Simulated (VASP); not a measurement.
# ZnS (P6_3mc) in VASP: settings compared, part 2 of 2

VASP 6.6.1.

**5. Single point, LDA**

This run uses another cell than the first one, of 19.81 Å³/atom.

File INCAR:

```
SYSTEM = ZnS
PREC = Accurate
ENCUT = 520
EDIFF = 1E-7
ISMEAR = -1
SIGMA = 0.05
LREAL = .FALSE.
LASPH = .TRUE.
NELM = 60
ALGO = Normal
ISIF = 2
LWAVE = .FALSE.
LCHARG = .TRUE.
LELF = .TRUE.
LVHAR = .TRUE.
NBANDS = 46
```

File KPOINTS:

```
regular mesh
0
G
  8 8 3
  0 0 0
```

File POSCAR:

```
ZnS
1.0
    3.8227000000      0.0000000000      0.0000000000
   -1.9113500000      3.3105553110      0.0000000000
    0.0000000000      0.0000000000     12.5200000000
Zn S
4 4
Direct
    0.6666666667      0.3333333333      0.7500000000
    0.3333333333      0.6666666667      0.2500000000
    0.0000000000      0.0000000000      0.5000000000
    0.0000000000      0.0000000000      0.0000000000
    0.6666666667      0.3333333333      0.9375000000
    0.3333333333      0.6666666667      0.4375000000
    0.0000000000      0.0000000000      0.6875000000
    0.0000000000      0.0000000000      0.1875000000
```

Potentials or basis: VASP PAW LDA potentials, release 64 (Zn, S).

Command:

```sh
> cat potpaw_LDA.64/Zn/POTCAR potpaw_LDA.64/S/POTCAR > POTCAR
> mpirun -np 1 vasp_std > vasp.out
```

OUTCAR:

```text
SYSTEM = ZnS
   PREC = Accurate
   ENCUT = 520
   EDIFF = 1E-7
   ISMEAR = -1
   LREAL = .FALSE.
   LASPH = .TRUE.
   NELM = 60
   ISIF = 2

 ion  position               nearest neighbor table
   1  0.667  0.333  0.750-   7 2.34   7 2.34   7 2.34   5 2.35
   2  0.333  0.667  0.250-   8 2.34   8 2.34   8 2.34   6 2.35
   3  0.000  0.000  0.500-   6 2.34   6 2.34   6 2.34   7 2.35
   4  0.000  0.000  0.000-   5 2.34   5 2.34   5 2.34   8 2.35
   5  0.667  0.333  0.938-   4 2.34   4 2.34   4 2.34   1 2.35
   6  0.333  0.667  0.438-   3 2.34   3 2.34   3 2.34   2 2.35
   7  0.000  0.000  0.688-   1 2.34   1 2.34   1 2.34   3 2.35
   8  0.000  0.000  0.188-   2 2.34   2 2.34   2 2.34   4 2.35

  LATTYP: Found a hexagonal cell.
 ALAT       =     3.8227000000
 C/A-ratio  =     3.2751719988

  Lattice vectors:

 A1 = (   3.8227000000,   0.0000000000,   0.0000000000)
 A2 = (  -1.9113500000,   3.3105553110,   0.0000000000)
 A3 = (   0.0000000000,   0.0000000000,  12.5200000000)

Analysis of symmetry for initial positions (statically):
=====================================================================
 Subroutine PRICEL returns:
 Original cell was already a primitive cell.

 Routine SETGRP: Setting up the symmetry group for a
 hexagonal supercell.

 Subroutine GETGRP returns: Found 12 space group operations
 (whereof  6 operations were pure point group operations)
 out of a pool of 24 trial point group operations.

The static configuration has the point symmetry C_3v.
 The point group associated with its full space group is C_6v.

Analysis of symmetry for dynamics (positions and initial velocities):
[... 136 lines left out ...]
   IALGO  =     38    algorithm
   IMIX   =      4    mixing-type and parameters
     AMIX     =   0.40;   BMIX     =  1.00
     AMIX_MAG =   1.60;   BMIX_MAG =  1.00
  volume/ion in A,a.u.               =      19.81       133.65
  Fermi-wavevector in a.u.,A,eV,Ry     =   1.258618  2.378443 21.553244  1.584119
  Thomas-Fermi vector in A             =   2.392218
   LORBIT       =      0    0 simple, 1 ext, 2 COOP (PROOUT), +10 PAW based schemes
   GGA     = CA    functional components
   LHFCALC =     F    Hartree Fock is set to
   AEXX    =    0.0000 exact exchange contribution
   IVDW    =     0    specifies the selected vdW correction
   LEPSILON=     F    determine dielectric tensor
   LRPA    =     F    only Hartree local field effects (RPA)
 non-spin polarized calculation
  energy-cutoff  :      520.00
  volume of cell :      158.44
 maximum number of plane-waves:      4293
   NGX = 15   NGY = 15   NGZ = 47

 number of electron      71.9999984 magnetization

 Free energy of the ion-electron system (eV)
  ---------------------------------------------------
  ext. energy  EPLUGINS =         0.00000000
  ---------------------------------------------------
  free energy    TOTEN  =       -32.67994018 eV

  energy without entropy =      -32.67994018  energy(sigma->0) =      -32.67994018

 E-fermi :   2.8749     XC(G=0): -10.0181

 val. band max:        1.8971866772   @ k =   0.0000   0.0000   0.0000
 cond. band min:       3.8017146215   @ k =   0.0000   0.0000   0.0000
 fundamental gap:      1.9045279443
 Fermi energy:         2.8748560314

 k-point     1 :       0.0000    0.0000    0.0000
  band No.  band energies     occupation
      1     -11.1971      2.00000
      2     -10.7730      2.00000
      3     -10.7618      2.00000
      4     -10.2527      2.00000
      5      -4.5860      2.00000
      6      -4.5821      2.00000
[... 969 lines left out ...]
     45       9.0602      0.00000
     46       9.3353      0.00000

------------------------ aborting loop because EDIFF is reached ----------------------------------------

  FORCE on cell =-STRESS in cart. coord.  units (eV):
  Direction    XX          YY          ZZ          XY          YZ          ZX
  --------------------------------------------------------------------------------------
  -------------------------------------------------------------------------------------
  Total       -4.4859667     -4.4859667     -4.6028752      0.0000000      0.0000000      0.0000000
  in kB      -45.3618999    -45.3618999    -46.5440735      0.0000000      0.0000000      0.0000000
  external PRESSURE =     -45.7559577 kB  Pullay stress =       0.0000000 kB

 VOLUME and BASIS-vectors are now :
 -----------------------------------------------------------------------------
  energy-cutoff  :      520.00
  volume of cell :      158.44
      direct lattice vectors                 reciprocal lattice vectors
     3.822700000  0.000000000  0.000000000     0.261595208  0.151032064  0.000000000
    -1.911350000  3.310555311  0.000000000     0.000000000  0.302064127  0.000000000
     0.000000000  0.000000000 12.520000000     0.000000000  0.000000000  0.079872204

 POSITION                                       TOTAL-FORCE (eV/Angst)
 -----------------------------------------------------------------------------------
      1.91135      1.10352      9.39000        -0.000000      0.000000      0.001830
     -0.00000      2.20704      3.13000         0.000000     -0.000000      0.001830
      0.00000      0.00000      6.26000        -0.000000      0.000000      0.019339
      0.00000      0.00000      0.00000         0.000000     -0.000000      0.019339
      1.91135      1.10352     11.73750        -0.000000      0.000000      0.018165
     -0.00000      2.20704      5.47750         0.000000      0.000000      0.018165
      0.00000      0.00000      8.60750        -0.000000      0.000000     -0.039334
      0.00000      0.00000      2.34750         0.000000      0.000000     -0.039334
 -----------------------------------------------------------------------------------
    total drift:                               -0.000001     -0.000001     -0.000809

  FREE ENERGIE OF THE ION-ELECTRON SYSTEM (eV)
  ---------------------------------------------------
  free  energy   TOTEN  =       -32.6799401770 eV

  energy  without entropy=      -32.6799401767  energy(sigma->0) =      -32.67994018
```

It took 3.4 min on 1 thread of Intel Xeon 8259CL, shared host; peak memory 0.27 GiB.

What came out:

```
Free energy            : -32.6799 eV
Pressure               : -4.6 GPa
Largest force          : 0.039 eV/Å
Band gap on the k mesh : 1.90 eV
```

Forces on the atoms (eV/Å):
```
Zn   0.000  0.000  0.002
Zn   0.000  0.000  0.002
Zn   0.000  0.000  0.019
Zn   0.000  0.000  0.019
S    0.000  0.000  0.018
S    0.000  0.000  0.018
S    0.000  0.000 -0.039
S    0.000  0.000 -0.039
```

Caveat: the cell stands under tension.

**6. Single point, RPBE**

This run uses another cell than the first one, of 18.62 Å³/atom.

File INCAR:

```
SYSTEM = ZnS
PREC = Accurate
ENCUT = 520
EDIFF = 1E-6
ISMEAR = -1
SIGMA = 0.05
LREAL = .FALSE.
LASPH = .TRUE.
NELM = 80
ALGO = Normal
ISIF = 2
LWAVE = .FALSE.
LCHARG = .FALSE.
GGA = RP
NBANDS = 46
```

KPOINTS is that of step 5.

Edit POSCAR of step 5 so:

```diff
@@ -2,5 +2,5 @@
 1.0
-    3.8227000000      0.0000000000      0.0000000000
-   -1.9113500000      3.3105553110      0.0000000000
-    0.0000000000      0.0000000000     12.5200000000
+    3.7446638178      0.0000000000      0.0000000000
+   -1.8723319089      3.2429739948      0.0000000000
+    0.0000000000      0.0000000000     12.2644180811
 Zn S
```

Potentials or basis: VASP PAW PBE potentials, release 64 (Zn, S).

Command:

```sh
> cat potpaw_PBE.64/Zn/POTCAR potpaw_PBE.64/S/POTCAR > POTCAR
> mpirun -np 1 vasp_std > vasp.out
```

It took 2.2 min on 1 thread of Intel Xeon Platinum 8488C (Sapphire Rapids), shared host; peak memory 0.31 GiB.

The run converged. Its results:

```yaml
Free_energy: -24.3029 eV
Pressure: 9.6 GPa
Largest_force: 0.060 eV/Å
Band_gap_on_the_k_mesh: 2.58 eV
```

Forces in eV/Å, atoms in the order of the input:
```
Zn   0.000  0.000  0.017
Zn   0.000  0.000  0.017
Zn   0.000  0.000  0.039
Zn   0.000  0.000  0.039
S    0.000  0.000  0.004
S    0.000  0.000  0.004
S    0.000  0.000 -0.060
S    0.000  0.000 -0.060
```

Stress tensor (GPa, compression positive):
```
9.66 0.00 0.00
0.00 9.66 0.00
0.00 0.00 9.49
```

Levels at points of the mesh, in eV from the valence-band top:
```csv
k point,band 34,band 35,band 36,band 37,band 38,band 39
"(0.00, 0.00, 0.00)",-0.04,0.00,0.00,2.58,3.42,3.67
"(0.50, 0.00, 0.00)",-1.71,-1.21,-0.96,3.45,3.46,3.86
```

Caveat: the cell stands under pressure; the PAW data sets were made with another functional, which shifts forces and pressure a little; an odd mesh through Γ misses points on the zone boundary, where band edges can lie.

**7. Summary**

```csv
level,potentials or basis,cell,gap on the mesh (eV),pressure (GPa),largest force (eV/Å)
revPBE+D4,"VASP PAW PBE potentials, release 64 (Zn, S)","a = 3.873, b = 3.873, c = 12.685 Å, angles 90.0, 90.0, 120.0°, 8 atoms",2.08,-4.4,0.03
PBE+D4,"VASP PAW PBE potentials, release 64 (Zn, S)","a = 3.898, b = 3.898, c = 12.766 Å, angles 90.0, 90.0, 120.0°, 8 atoms",1.88,-4.8,0.03
revPBE+D4,"VASP PAW PBE potentials, release 64 (Zn, S)","a = 3.898, b = 3.898, c = 12.766 Å, angles 90.0, 90.0, 120.0°, 8 atoms",2.00,-5.4,0.03
LDA,"VASP PAW LDA potentials, release 64 (Zn, S)","a = 3.823, b = 3.823, c = 12.520 Å, angles 90.0, 90.0, 120.0°, 8 atoms",1.90,-4.6,0.04
RPBE,"VASP PAW PBE potentials, release 64 (Zn, S)","a = 3.745, b = 3.745, c = 12.264 Å, angles 90.0, 90.0, 120.0°, 8 atoms",2.58,9.6,0.06
```

Alike in all rows: task single point; no spin polarisation; k mesh 8 × 8 × 3; cutoff (eV) 520; smearing fermi-dirac 0.05 eV.

Caveats: the cell stands under tension (at least some runs); an odd mesh through Γ misses points on the zone boundary, where band edges can lie (at least some runs); the PAW data sets were made with another functional, which shifts forces and pressure a little (at least some runs); the cell stands under pressure (at least some runs).

Absolute energies hang on the potentials; compare differences alone.
